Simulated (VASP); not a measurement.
# InP in VASP: single point with PBEsol

Aim: the single point of InP with PBEsol.

Everything below comes from runs of VASP 6.6.1. Logs are shortened: lines on timing, memory, paths and dates and some standing lists are left out, and cuts for length are marked.

## (1) The cell of the first run

The cell holds a wire or tube with vacuum around it, 8 atoms: a = 11.200 Å, b = 13.200 Å, c = 5.310 Å, α = 90.00°, β = 90.00°, γ = 90.00°.

## (2) Single point, PBEsol

Contents of INCAR:

```
PREC     = Accurate       # precision mode
ENCUT    = 520            # plane-wave cutoff, eV
EDIFF    = 1E-6           # SCF threshold, eV
ISMEAR   = 0              # smearing method
SIGMA    = 0.05           # smearing width, eV
LREAL    = False          # projectors in reciprocal space
LASPH    = True           # aspherical terms in the spheres
NELM     = 80             # most SCF steps
ALGO     = Normal         # electronic algorithm
ISIF     = 2              # what is computed and relaxed
LWAVE    = False          # write WAVECAR
LCHARG   = True           # write CHGCAR
GGA      = PS             # functional
LELF     = True           # ELF
LVHAR    = True         
NBANDS   = 46             # bands
```

Contents of KPOINTS:

```
regular mesh
0
Gamma
  1 1 6
```

Contents of POSCAR:

```
InP
1.0
   11.2000000000      0.0000000000      0.0000000000
    0.0000000000     13.2000000000      0.0000000000
    0.0000000000      0.0000000000      5.3104655068
In P
4 4
Direct
    0.2884231395      0.5000000000      0.1666273775
    0.7115768605      0.5000000000      0.1667059559
    0.5000000000      0.6133667897      0.6666666667
    0.5000000000      0.3866332103      0.6666666667
    0.3011670537      0.5000000000      0.6665523922
    0.6988329463      0.5000000000      0.6667809411
    0.5000000000      0.4073607613      0.1666666667
    0.5000000000      0.5926392387      0.1666666667
```

Potentials or basis: VASP PAW PBE potentials, release 64 (In_d, P).

Run with:

```sh
> cat potpaw_PBE.64/In_d/POTCAR potpaw_PBE.64/P/POTCAR > POTCAR
> mpirun -np 1 vasp_std > vasp.out
```

OUTCAR:

```text
PREC = Accurate
   ENCUT = 520
   EDIFF = 1E-6
   ISMEAR = 0
   LREAL = False
   LASPH = True
   NELM = 80
   ISIF = 2
   GGA = PS

 ion  position               nearest neighbor table
   1  0.288  0.500  0.167-   5 2.66   5 2.66   8 2.67   7 2.67   3 3.86   4 3.86   3 3.86   4 3.86

   2  0.712  0.500  0.167-   6 2.66   6 2.66   7 2.67   8 2.67   4 3.86   3 3.86   3 3.86   4 3.86

   3  0.500  0.613  0.667-   8 2.67   8 2.67   6 2.68   5 2.68   4 2.99   1 3.86   2 3.86   2 3.86
                             1 3.86
   4  0.500  0.387  0.667-   7 2.67   7 2.67   6 2.68   5 2.68   3 2.99   1 3.86   2 3.86   2 3.86
                             1 3.86
   5  0.301  0.500  0.667-   1 2.66   1 2.66   3 2.68   4 2.68
   6  0.699  0.500  0.667-   2 2.66   2 2.66   4 2.68   3 2.68
   7  0.500  0.407  0.167-   8 2.45   2 2.67   1 2.67   4 2.67   4 2.67
   8  0.500  0.593  0.167-   7 2.45   2 2.67   1 2.67   3 2.67   3 2.67

  LATTYP: Found a simple orthorhombic cell.
 ALAT       =     5.3104655068
 B/A-ratio  =     2.1090429804
 C/A-ratio  =     2.4856577984

  Lattice vectors:

 A1 = (   0.0000000000,   0.0000000000,   5.3104655068)
 A2 = (  11.2000000000,   0.0000000000,   0.0000000000)
 A3 = (   0.0000000000,  13.2000000000,   0.0000000000)

Analysis of symmetry for initial positions (statically):
=====================================================================
 Subroutine PRICEL returns:
 Original cell was already a primitive cell.

 Routine SETGRP: Setting up the symmetry group for a
 simple orthorhombic supercell.

 Subroutine GETGRP returns: Found  4 space group operations
 (whereof  2 operations were pure point group operations)
 out of a pool of  8 trial point group operations.

The static configuration has the point symmetry C_1h.
 The point group associated with its full space group is C_2h.

Analysis of symmetry for dynamics (positions and initial velocities):
=====================================================================
 Subroutine PRICEL returns:
 Original cell was already a primitive cell.

 Routine SETGRP: Setting up the symmetry group for a
 simple orthorhombic supercell.

 Subroutine GETGRP returns: Found  4 space group operations
 (whereof  2 operations were pure point group operations)
 out of a pool of  8 trial point group operations.

The dynamic configuration has the point symmetry C_1h.
 The point group associated with its full space group is C_2h.

 Subroutine INISYM returns: Found  4 space group operations
 (whereof  2 operations are pure point group operations),
 and found     1 'primitive' translations

----------------------------------------------------------------------------------------

                                     Primitive cell

  volume of cell :     785.0992

  direct lattice vectors                    reciprocal lattice vectors
    11.200000000  0.000000000  0.000000000     0.089285714  0.000000000  0.000000000
     0.000000000 13.200000000  0.000000000     0.000000000  0.075757576  0.000000000
     0.000000000  0.000000000  5.310465507     0.000000000  0.000000000  0.188307409

  length of vectors
    11.200000000 13.200000000  5.310465507     0.089285714  0.075757576  0.188307409

  position of ions in fractional coordinates (direct lattice)
     0.288423139  0.500000000  0.166627377
     0.711576861  0.500000000  0.166705956
     0.500000000  0.613366790  0.666666667
     0.500000000  0.386633210  0.666666667
     0.301167054  0.500000000  0.666552392
     0.698832946  0.500000000  0.666780941
     0.500000000  0.407360761  0.166666667
     0.500000000  0.592639239  0.166666667

  ion indices of the primitive-cell ions
   primitive index   ion index
                 1           1
                 2           2
                 3           3
                 4           4
                 5           5
                 6           6
                 7           7
                 8           8

----------------------------------------------------------------------------------------

 KPOINTS: regular mesh

Automatic generation of k-mesh.
 Grid dimensions read from file:
 generate k-points for:    1    1    6

 Generating k-lattice:

  Cartesian coordinates                     Fractional coordinates (reciprocal lattice)
     0.089285714  0.000000000  0.000000000     1.000000000  0.000000000  0.000000000
     0.000000000  0.075757576  0.000000000     0.000000000  1.000000000  0.000000000
     0.000000000  0.000000000  0.031384568     0.000000000  0.000000000  0.166666667

  Length of vectors
     0.089285714  0.075757576  0.031384568

  Shift w.r.t. Gamma in fractional coordinates (k-lattice)
     0.000000000  0.000000000  0.000000000

 Subroutine IBZKPT returns following result:
 ===========================================

 Found      4 irreducible k-points:

 Following reciprocal coordinates:
            Coordinates               Weight
  0.000000  0.000000  0.000000      1.000000
  0.000000  0.000000  0.166667      2.000000
  0.000000  0.000000  0.333333      2.000000
  0.000000  0.000000  0.500000      1.000000
   k-points           NKPTS =      4   k-points in BZ     NKDIM =      4   number of bands    NBANDS=     46
   number of dos      NEDOS =    301   number of ions     NIONS =      8
   total plane-waves  NPLWV = 329280
   dimension x,y,z NGX =    84 NGY =   98 NGZ =   40
   dimension x,y,z NGXF=   168 NGYF=  196 NGZF=   80
   ions per type =               4   4
   NGX,Y,Z   is equivalent  to a cutoff of  12.47, 12.34, 12.52 a.u.
   NGXF,Y,Z  is equivalent  to a cutoff of  24.94, 24.69, 25.04 a.u.
 SYSTEM =  unknown system
   PREC   = accura    normal or accurate (medium, high low for compatibility)
   ISTART =      0    job   : 0-new  1-cont  2-samecut
   ICHARG =      2    charge: 1-file 2-atom 10-const
   ISPIN  =      1    spin polarized calculation?
   LNONCOLLINEAR =      F non collinear calculations
   LSORBIT =      F    spin-orbit coupling
   LASPH  =      T    aspherical Exc in radial PAW
   ENCUT  =  520.0 eV  38.22 Ry    6.18 a.u.  20.82 24.54  9.87*2*pi/ulx,y,z
   NELM   =     80;   NELMIN=  2; NELMDL= -5     # of ELM steps
   EDIFF  = 0.1E-05   stopping-criterion for ELM
   LREAL  =      F    real-space projection
   EDIFFG = 0.1E-04   stopping-criterion for IOM
   NSW    =      0    number of steps for IOM
   IBRION =     -1    ionic relax: 0-MD 1-quasi-New 2-CG
   NFREE  =      0    steps in history (QN), initial steepest desc. (CG)
   ISIF   =      2    stress and relaxation
   ISYM   =      2    0-nonsym 1-usesym 2-fastsym
   POTIM  = 0.5000    time-step for ionic-motion
   TEBEG  =    0.0;   TEEND  =   0.0 temperature during run
   PSTRESS=    0.0 pullay stress
   NELECT =      72.0000    total number of electrons
   NUPDOWN=      -1.0000    fix difference up-down
   EMIN   =  10.00;   EMAX   =-10.00  energy-range for DOS
   EFERMI =   0.00;   METHOD = LEGACY
   ISMEAR =     0;   SIGMA  =   0.05  broadening in eV -4-tet -1-fermi 0-gaus
   EFERMI_NEDOS =   21; number of points for ismear=-14 and -15
   IALGO  =     38    algorithm
   IMIX   =      4    mixing-type and parameters
     AMIX     =   0.40;   BMIX     =  1.00
     AMIX_MAG =   1.60;   BMIX_MAG =  1.00
  volume/ion in A,a.u.               =      98.14       662.26
  Fermi-wavevector in a.u.,A,eV,Ry     =   0.738263  1.395114  7.415604  0.545032
  Thomas-Fermi vector in A             =   1.832143
   LORBIT       =      0    0 simple, 1 ext, 2 COOP (PROOUT), +10 PAW based schemes
   GGA     = PS    functional components
   LHFCALC =     F    Hartree Fock is set to
   AEXX    =    0.0000 exact exchange contribution
   IVDW    =     0    specifies the selected vdW correction
   LEPSILON=     F    determine dielectric tensor
   LRPA    =     F    only Hartree local field effects (RPA)
 non-spin polarized calculation
 Gauss-broadening in eV      SIGMA  =   0.05
  energy-cutoff  :      520.00
  volume of cell :      785.10
 maximum number of plane-waves:     21180
 NGX is ok and might be reduce to    84
   NGX = 41   NGY = 49   NGZ = 19

 number of electron      71.9999996 magnetization

 Free energy of the ion-electron system (eV)
  ---------------------------------------------------
  ext. energy  EPLUGINS =         0.00000000
  ---------------------------------------------------
  free energy    TOTEN  =       -30.58170519 eV

  energy without entropy =      -30.57694710  energy(sigma->0) =      -30.57932615

 E-fermi :  -1.6261     XC(G=0):  -3.2922

 val. band max:       -1.6699262182   @ k =   0.0000   0.0000   0.5000
 cond. band min:      -1.5691887640   @ k =   0.0000   0.0000   0.1667
 fundamental gap:      0.1007374542
 Fermi energy:        -1.6260864144

 k-point     1 :       0.0000    0.0000    0.0000
  band No.  band energies     occupation
      1     -16.4583      2.00000
      2     -16.3167      2.00000
      3     -16.2656      2.00000
      4     -16.2282      2.00000
      5     -16.1849      2.00000
      6     -16.1254      2.00000
[... 38 lines left out ...]
     45       2.0323      0.00000
     46       3.0340      0.00000

 k-point     2 :       0.0000    0.0000    0.1667
  band No.  band energies     occupation
      1     -16.4326      2.00000
      2     -16.3033      2.00000
      3     -16.2679      2.00000
      4     -16.2089      2.00000
      5     -16.1853      2.00000
      6     -16.1255      2.00000
[... 38 lines left out ...]
     45       2.0727      0.00000
     46       2.7089      0.00000

 k-point     3 :       0.0000    0.0000    0.3333
  band No.  band energies     occupation
      1     -16.3744      2.00000
      2     -16.2818      2.00000
      3     -16.2776      2.00000
      4     -16.1695      2.00000
      5     -16.1649      2.00000
      6     -16.1242      2.00000
[... 38 lines left out ...]
     45       1.9889      0.00000
     46       2.4873      0.00000

 k-point     4 :       0.0000    0.0000    0.5000
  band No.  band energies     occupation
      1     -16.3319      2.00000
      2     -16.3032      2.00000
      3     -16.2656      2.00000
      4     -16.1478      2.00000
      5     -16.1351      2.00000
      6     -16.1225      2.00000
[... 38 lines left out ...]
     45       2.2280      0.00000
     46       2.5774      0.00000

------------------------ aborting loop because EDIFF is reached ----------------------------------------

  FORCE on cell =-STRESS in cart. coord.  units (eV):
  Direction    XX          YY          ZZ          XY          YZ          ZX
  --------------------------------------------------------------------------------------
  -------------------------------------------------------------------------------------
  Total        0.2420822     -0.0854636      0.0146535      0.0000000      0.0000000     -0.0069305
  in kB        0.4940249     -0.1744083      0.0299040      0.0000000      0.0000000     -0.0141433
  external PRESSURE =       0.1165068 kB  Pullay stress =       0.0000000 kB

 VOLUME and BASIS-vectors are now :
 -----------------------------------------------------------------------------
  energy-cutoff  :      520.00
  volume of cell :      785.10
      direct lattice vectors                 reciprocal lattice vectors
    11.200000000  0.000000000  0.000000000     0.089285714  0.000000000  0.000000000
     0.000000000 13.200000000  0.000000000     0.000000000  0.075757576  0.000000000
     0.000000000  0.000000000  5.310465507     0.000000000  0.000000000  0.188307409

 POSITION                                       TOTAL-FORCE (eV/Angst)
 -----------------------------------------------------------------------------------
      3.23034      6.60000      0.88487        -0.003820      0.000000     -0.002580
      7.96966      6.60000      0.88529         0.003820      0.000000      0.002580
      5.60000      8.09644      3.54031         0.000000      0.001321     -0.000000
      5.60000      5.10356      3.54031         0.000000     -0.001321     -0.000000
      3.37307      6.60000      3.53970        -0.008444      0.000000      0.004303
      7.82693      6.60000      3.54092         0.008444      0.000000     -0.004303
      5.60000      5.37716      0.88508         0.000000      0.006901     -0.000000
      5.60000      7.82284      0.88508         0.000000     -0.006901     -0.000000
 -----------------------------------------------------------------------------------
    total drift:                               -0.000000      0.000000      0.000094

  FREE ENERGIE OF THE ION-ELECTRON SYSTEM (eV)
  ---------------------------------------------------
  free  energy   TOTEN  =       -30.5817051948 eV

  energy  without entropy=      -30.5769470959  energy(sigma->0) =      -30.57932615
```

It took 9.1 min on 1 thread of Intel Xeon 8259CL, shared host; peak memory 0.69 GiB.

Results:

```yaml
Free_energy: -30.5817 eV
Largest_force: 0.009 eV/Å
Band_gap_on_the_k_mesh: zero (bands 36 and 37 overlap by 0.38 eV)
```

Forces in eV/Å, atoms in the order of the input:
```
In  -0.004  0.000 -0.003
In   0.004  0.000  0.003
In   0.000  0.001  0.000
In   0.000 -0.001  0.000
P   -0.008  0.000  0.004
P    0.008  0.000 -0.004
P    0.000  0.007  0.000
P    0.000 -0.007  0.000
```

Caveat: the PAW data sets were made with another functional, which shifts forces and pressure a little; spin-orbit coupling is left out, which moves the levels of the heavy elements.
